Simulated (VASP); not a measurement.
# Ti2C5 (P-3m1) in VASP: notebook

Ti2C5 is run at these levels: PBE; tasks: single point, relaxation of cell and atoms.

Everything below comes from runs of VASP 6.6.1. Logs are shortened: lines on timing, memory, paths and dates and some standing lists are left out, and cuts for length are marked.

## 1. The cell of the first run

The structure is trigonal, space group P-3m1 (No. 164). Conventional cell: a = 2.696 Å, b = 2.696 Å, c = 10.477 Å, α = 90.00°, β = 90.00°, γ = 120.00°. Ti (site symmetry 3m) has 9 C at 2.02 to 2.49 Å and 6 Ti at 2.70 Å within 2.7 Å. C (site symmetry 3m) has 3 C at 1.56 Å within 2.1 Å. Within 2.1 Å of C (site symmetry 3m) lie 3 C at 1.56 Å. C (site symmetry -3m) has 6 Ti at 2.02 Å and 6 C at 2.70 Å within 2.7 Å.

## 2. Single point, PBE

Input file INCAR:

```
PREC = Accurate
ENCUT = 600
EDIFF = 1E-6
ISMEAR = 0
SIGMA = 0.2
LREAL = F
LASPH = T
NELM = 120
ALGO = Normal
ISIF = 2
LWAVE = F
LCHARG = F
GGA = PE
NBANDS = 31
GGA_COMPAT = F
```

Input file KPOINTS:

```
Automatic mesh
0
Gamma
  6 6 2
```

Input file POSCAR:

```
Ti2C5
1.0
    2.6957913842      0.0000000000      0.0000000000
   -1.3478956921      2.3346238221      0.0000000000
    0.0000000000      0.0000000000     10.4770328840
Ti C
2 5
Direct
    0.3333333333      0.6666666667      0.1235896397
    0.6666666667      0.3333333333      0.8764103603
    0.0000000000      0.0000000000      0.3089095338
    0.6666666667      0.3333333333      0.3066421456
    0.0000000000      0.0000000000      0.6910904662
    0.3333333333      0.6666666667      0.6933578544
    0.0000000000      0.0000000000      0.0000000000
```

Potentials or basis: VASP PAW PBE potentials, release 64 (Ti_sv, C).

Command:

```
$ cat potpaw_PBE.64/Ti_sv/POTCAR potpaw_PBE.64/C/POTCAR > POTCAR
$ mpirun -np 1 vasp_std > vasp.out
```

OUTCAR:

```text
PREC = Accurate
   ENCUT = 600
   EDIFF = 1E-6
   ISMEAR = 0
   LREAL = F
   LASPH = T
   NELM = 120
   ISIF = 2
   GGA = PE

 ion  position               nearest neighbor table
   1  0.333  0.667  0.124-   7 2.02   7 2.02   7 2.02   4 2.47   4 2.47   4 2.47   3 2.49   3 2.49
                             3 2.49
   2  0.667  0.333  0.876-   7 2.02   7 2.02   7 2.02   6 2.47   6 2.47   6 2.47   5 2.49   5 2.49
                             5 2.49
   3  0.000  0.000  0.309-   4 1.56   4 1.56   4 1.56   1 2.49   1 2.49   1 2.49
   4  0.667  0.333  0.307-   3 1.56   3 1.56   3 1.56   1 2.47   1 2.47   1 2.47
   5  0.000  0.000  0.691-   6 1.56   6 1.56   6 1.56   2 2.49   2 2.49   2 2.49
   6  0.333  0.667  0.693-   5 1.56   5 1.56   5 1.56   2 2.47   2 2.47   2 2.47
   7  0.000  0.000  0.000-   1 2.02   2 2.02   2 2.02   1 2.02   2 2.02   1 2.02

  LATTYP: Found a hexagonal cell.
 ALAT       =     2.6957913842
 C/A-ratio  =     3.8864405256

  Lattice vectors:

 A1 = (   2.6957913842,   0.0000000000,   0.0000000000)
 A2 = (  -1.3478956921,   2.3346238221,   0.0000000000)
 A3 = (   0.0000000000,   0.0000000000,  10.4770328840)

Analysis of symmetry for initial positions (statically):
=====================================================================
 Subroutine PRICEL returns:
 Original cell was already a primitive cell.

 Routine SETGRP: Setting up the symmetry group for a
 hexagonal supercell.

 Subroutine GETGRP returns: Found 12 space group operations
 (whereof 12 operations were pure point group operations)
 out of a pool of 24 trial point group operations.

The static configuration has the point symmetry D_3d.

Analysis of symmetry for dynamics (positions and initial velocities):
=====================================================================
 Subroutine PRICEL returns:
 Original cell was already a primitive cell.

 Routine SETGRP: Setting up the symmetry group for a
 hexagonal supercell.

 Subroutine GETGRP returns: Found 12 space group operations
 (whereof 12 operations were pure point group operations)
 out of a pool of 24 trial point group operations.

The dynamic configuration has the point symmetry D_3d.

 Subroutine INISYM returns: Found 12 space group operations
 (whereof 12 operations are pure point group operations),
 and found     1 'primitive' translations

[... 97 lines left out ...]
   IBRION =     -1    ionic relax: 0-MD 1-quasi-New 2-CG
   NFREE  =      0    steps in history (QN), initial steepest desc. (CG)
   ISIF   =      2    stress and relaxation
   ISYM   =      2    0-nonsym 1-usesym 2-fastsym
   POTIM  = 0.5000    time-step for ionic-motion
   TEBEG  =    0.0;   TEEND  =   0.0 temperature during run
   PSTRESS=    0.0 pullay stress
   NELECT =      44.0000    total number of electrons
   NUPDOWN=      -1.0000    fix difference up-down
   EMIN   =  10.00;   EMAX   =-10.00  energy-range for DOS
   EFERMI =   0.00;   METHOD = LEGACY
   ISMEAR =     0;   SIGMA  =   0.20  broadening in eV -4-tet -1-fermi 0-gaus
   EFERMI_NEDOS =   21; number of points for ismear=-14 and -15
   IALGO  =     38    algorithm
   IMIX   =      4    mixing-type and parameters
     AMIX     =   0.40;   BMIX     =  1.00
     AMIX_MAG =   1.60;   BMIX_MAG =  1.00
  volume/ion in A,a.u.               =       9.42        63.57
  Fermi-wavevector in a.u.,A,eV,Ry     =   1.430579  2.703403 27.845094  2.046557
  Thomas-Fermi vector in A             =   2.550409
   LORBIT       =      0    0 simple, 1 ext, 2 COOP (PROOUT), +10 PAW based schemes
   GGA     = PE    functional components
   LHFCALC =     F    Hartree Fock is set to
   AEXX    =    0.0000 exact exchange contribution
   IVDW    =     0    specifies the selected vdW correction
   LEPSILON=     F    determine dielectric tensor
   LRPA    =     F    only Hartree local field effects (RPA)
 non-spin polarized calculation
 Gauss-broadening in eV      SIGMA  =   0.20
  energy-cutoff  :      600.00
  volume of cell :       65.94
 maximum number of plane-waves:      2249
 NGX is ok and might be reduce to    24
   NGX = 11   NGY = 11   NGZ = 41

 number of electron      44.0000004 magnetization

 Free energy of the ion-electron system (eV)
  ---------------------------------------------------
  ext. energy  EPLUGINS =         0.00000000
  ---------------------------------------------------
  free energy    TOTEN  =       -60.69428515 eV

  energy without entropy =      -60.66298551  energy(sigma->0) =      -60.67863533

 E-fermi :   8.8474     XC(G=0): -11.5989

 val. band max:        8.7970962763   @ k =   0.1667   0.1667   0.5000
 cond. band min:       9.0540604308   @ k =   0.3333  -0.0000   0.0000
 fundamental gap:      0.2569641545
 Fermi energy:         8.8474023205

 k-point     1 :       0.0000    0.0000    0.0000
  band No.  band energies     occupation
      1     -47.8797      2.00000
      2     -47.8307      2.00000
      3     -24.5653      2.00000
      4     -24.1842      2.00000
      5     -23.5686      2.00000
      6     -23.5686      2.00000
[... 465 lines left out ...]
     30      13.7507      0.00000
     31      14.5774      0.00000

------------------------ aborting loop because EDIFF is reached ----------------------------------------

  FORCE on cell =-STRESS in cart. coord.  units (eV):
  Direction    XX          YY          ZZ          XY          YZ          ZX
  --------------------------------------------------------------------------------------
  -------------------------------------------------------------------------------------
  Total       -0.2794987     -0.2794987      0.0808283     -0.0000000      0.0000000      0.0000000
  in kB       -6.7912367     -6.7912367      1.9639597     -0.0000000      0.0000000      0.0000000
  external PRESSURE =      -3.8728379 kB  Pullay stress =       0.0000000 kB

 VOLUME and BASIS-vectors are now :
 -----------------------------------------------------------------------------
  energy-cutoff  :      600.00
  volume of cell :       65.94
      direct lattice vectors                 reciprocal lattice vectors
     2.695791384  0.000000000  0.000000000     0.370948585  0.214167266  0.000000000
    -1.347895692  2.334623822  0.000000000     0.000000000  0.428334531  0.000000000
     0.000000000  0.000000000 10.477032884     0.000000000  0.000000000  0.095446870

 POSITION                                       TOTAL-FORCE (eV/Angst)
 -----------------------------------------------------------------------------------
     -0.00000      1.55642      1.29485         0.000000      0.000000     -0.069007
      1.34790      0.77821      9.18218        -0.000000     -0.000000      0.069007
      0.00000      0.00000      3.23646         0.000000      0.000000      0.045010
      1.34790      0.77821      3.21270         0.000000      0.000000     -0.005643
      0.00000      0.00000      7.24058        -0.000000     -0.000000     -0.045010
     -0.00000      1.55642      7.26433        -0.000000      0.000000      0.005643
      0.00000      0.00000      0.00000         0.000000      0.000000     -0.000000
 -----------------------------------------------------------------------------------
    total drift:                                0.000000     -0.000000      0.000000

  FREE ENERGIE OF THE ION-ELECTRON SYSTEM (eV)
  ---------------------------------------------------
  free  energy   TOTEN  =       -60.6942851471 eV

  energy  without entropy=      -60.6629855147  energy(sigma->0) =      -60.67863533
```

stdout:

```text
POSCAR found type information on POSCAR TiC
 POSCAR found :  2 types and       7 ions
 scaLAPACK will be used
 LDA part: xc-table for (Slater+PW92), standard interpolation
 POSCAR, INCAR and KPOINTS ok, starting setup
 FFT: planning ... GRIDC
 FFT: planning ... GRID_SOFT
 FFT: planning ... GRID
 WAVECAR not read
 entering main loop
```

Wall time 42 s (1 thread of Intel Xeon Platinum 8259CL at 2.50GHz (Skylake/Cascade Lake), shared host); peak memory 0.21 GiB.

Results:

```yaml
Free_energy: -60.6943 eV
Pressure: -0.4 GPa
Largest_force: 0.069 eV/Å
Band_gap_on_the_k_mesh: zero (bands 22 and 23 overlap by 1.13 eV)
```

Forces in eV/Å, atoms in the order of the input:
```
Ti   0.000  0.000 -0.069
Ti   0.000  0.000  0.069
C    0.000  0.000  0.045
C    0.000  0.000 -0.006
C    0.000  0.000 -0.045
C    0.000  0.000  0.006
C    0.000  0.000  0.000
```

Caveat: the k points lie up to 0.45 Å⁻¹ apart, too coarse for converged energies and pressures of a metal; this functional lacks dispersion, which binds layers or chains, so the pressure and a relaxed spacing across them are unreliable.

## 3. Relaxation of cell and atoms, PBE

This run uses another cell than the first one, of 11.34 Å³/atom.

Input file INCAR:

```
SYSTEM = Ti2C5
ALGO     = Normal         ! electronic algorithm
EDIFF    = 1E-7           ! SCF threshold, eV
EDIFFG   = -0.08          ! ionic threshold
ENCUT    = 600            ! plane-wave cutoff, eV
GGA      = PE             ! functional
GGA_COMPAT= .False.      
IBRION   = 2              ! ionic algorithm
ISIF     = 3              ! what is computed and relaxed
ISMEAR   = 0              ! smearing method
LASPH    = .True.         ! aspherical terms in the spheres
LCHARG   = .False.        ! write CHGCAR
LREAL    = .False.        ! projectors in reciprocal space
LWAVE    = .False.        ! write WAVECAR
NELM     = 120            ! most SCF steps
NELMIN   = 4            
NSW      = 36             ! ionic steps
PREC     = Accurate       ! precision mode
SIGMA    = 0.2            ! smearing width, eV
```

Input file KPOINTS:

```
k-points
0
Gamma
  6 6 2
  0 0 0
```

Input file POSCAR:

```
Ti2C5
1.0
    2.9141690600      0.0000000000      0.0000000000
   -1.4570845300      2.5237444300      0.0000000000
    0.0000000000      0.0000000000     10.7932187300
Ti C
2 5
Direct
    0.3333333300      0.6666666700      0.1300000000
    0.6666666700      0.3333333300      0.8700000000
    0.0000000000      0.0000000000      0.3400000000
    0.6666666700      0.3333333300      0.3400000000
    0.0000000000      0.0000000000      0.6600000000
    0.3333333300      0.6666666700      0.6600000000
    0.0000000000      0.0000000000      0.0000000000
```

Potentials or basis: VASP PAW PBE potentials, release 64 (Ti_sv, C).

Command:

```
$ cat potpaw_PBE.64/Ti_sv/POTCAR potpaw_PBE.64/C/POTCAR > POTCAR
$ mpirun -np 1 vasp_std > vasp.out
```

Run time: 11 min. Hardware: 1 thread of Intel Xeon Platinum 8259CL at 2.50GHz (Skylake/Cascade Lake), shared host; peak memory 0.24 GiB.

Results (log left out):

```
Free energy                           : -60.7129 eV
Relaxed volume                        : 9.09 Å³/atom
Relaxed cell                          : a = 2.693 Å, b = 2.693 Å, c = 10.130 Å, α = 90.00°, β = 90.00°, γ = 120.00°
Space group after relaxing (to 0.1 Å) : P-3m1 (No. 164)
Energy gained by relaxing             : 432.9 meV/atom
Ionic steps                           : 21
Pressure after relaxing               : 0.5 GPa
Largest force after relaxing          : 0.077 eV/Å
Band gap on the k mesh                : zero (bands 22 and 23 overlap by 1.15 eV)
```

Forces on the atoms (eV/Å):
```
Ti   0.000  0.000 -0.022
Ti   0.000  0.000  0.022
C    0.000  0.000  0.077
C    0.000  0.000 -0.027
C    0.000  0.000 -0.077
C    0.000  0.000  0.027
C    0.000  0.000  0.000
```

Stress tensor (GPa, compression positive):
```
0.16 0.00 0.00
0.00 0.16 0.00
0.00 0.00 1.26
```

The path:
| step | energy change (eV) | largest force (eV/Å) | pressure (GPa) | volume (Å³) |
| --- | --- | --- | --- | --- |
| 1 | 0.0000 | 1.5751 | -41.60 | 79.38 |
| 2 | 1.1981 | 5.7123 | 102.59 | 50.06 |
| 3 | -2.7506 | 0.5852 | -4.95 | 63.95 |
| 4 | -2.7598 | 0.7284 | -2.29 | 63.34 |
| 5 | -2.7601 | 0.7995 | -0.96 | 63.04 |
| 6 | -2.9345 | 0.5744 | 0.20 | 61.71 |
| 7 | -2.9882 | 0.2366 | 2.21 | 60.51 |
| 8 | -2.9889 | 0.3046 | -2.81 | 61.55 |
| 9 | -2.9946 | 0.1635 | -0.42 | 61.04 |
| 10 | -2.9980 | 0.1107 | 0.14 | 61.04 |
| 11 | -2.9989 | 0.1571 | 0.58 | 61.04 |
| 12 | -3.0014 | 0.1396 | 0.42 | 61.17 |
| 13 | -3.0063 | 0.2075 | -0.05 | 61.57 |
| 14 | -3.0048 | 0.3468 | -0.90 | 62.36 |
| 15 | -3.0075 | 0.2634 | -0.40 | 61.89 |
| 16 | -3.0102 | 0.2422 | -0.25 | 61.96 |
| 17 | -3.0169 | 0.1790 | 0.14 | 62.20 |
| 18 | -3.0251 | 0.0826 | 1.00 | 62.66 |
| 19 | -3.0230 | 0.1999 | 2.85 | 63.59 |
| 20 | -3.0269 | 0.0794 | 1.84 | 63.08 |
| 21 | -3.0301 | 0.0771 | 0.53 | 63.63 |

Final structure:
```cif
data_structure
_symmetry_space_group_name_H-M 'P 1'
_symmetry_Int_Tables_number 1
_cell_length_a 2.6931
_cell_length_b 2.6931
_cell_length_c 10.1298
_cell_angle_alpha 90.000
_cell_angle_beta 90.000
_cell_angle_gamma 120.000
_cell_volume 63.63
loop_
_atom_site_label
_atom_site_type_symbol
_atom_site_fract_x
_atom_site_fract_y
_atom_site_fract_z
_atom_site_occupancy
Ti1 Ti 0.33333 0.66667 0.12755 1
Ti2 Ti 0.66667 0.33333 0.87245 1
C1 C 0.00000 0.00000 0.31873 1
C2 C 0.66667 0.33333 0.31683 1
C3 C 0.00000 0.00000 0.68127 1
C4 C 0.33333 0.66667 0.68317 1
C5 C 0.00000 0.00000 0.00000 1
```

Levels at points of the mesh, in eV from the Fermi level:
```
           k point  band 20  band 21  band 22  band 23  band 24  band 25
(0.00, 0.00, 0.00)    -1.56    -1.56     0.75     0.75     1.81     1.81
(0.50, 0.00, 0.00)    -3.11    -2.00    -0.67    -0.33     0.75     2.47
(0.00, 0.00, 0.50)    -1.56    -1.56     0.75     0.75     1.81     1.81
(0.50, 0.00, 0.50)    -3.17    -1.99    -0.54    -0.40     0.71     2.52
```

Caveat: the k points lie up to 0.45 Å⁻¹ apart in the final cell, too coarse for converged energies and pressures of a metal; the volume moved by over 15 % at a fixed basis, so the end points are rough; this functional lacks dispersion, which binds layers or chains, so the pressure and a relaxed spacing across them are unreliable; the relaxation stopped at a loose force limit of 0.08 eV/Å, so its end isn't a converged minimum.

The gap in the log of VASP goes by the Fermi energy; the results here count the filled bands.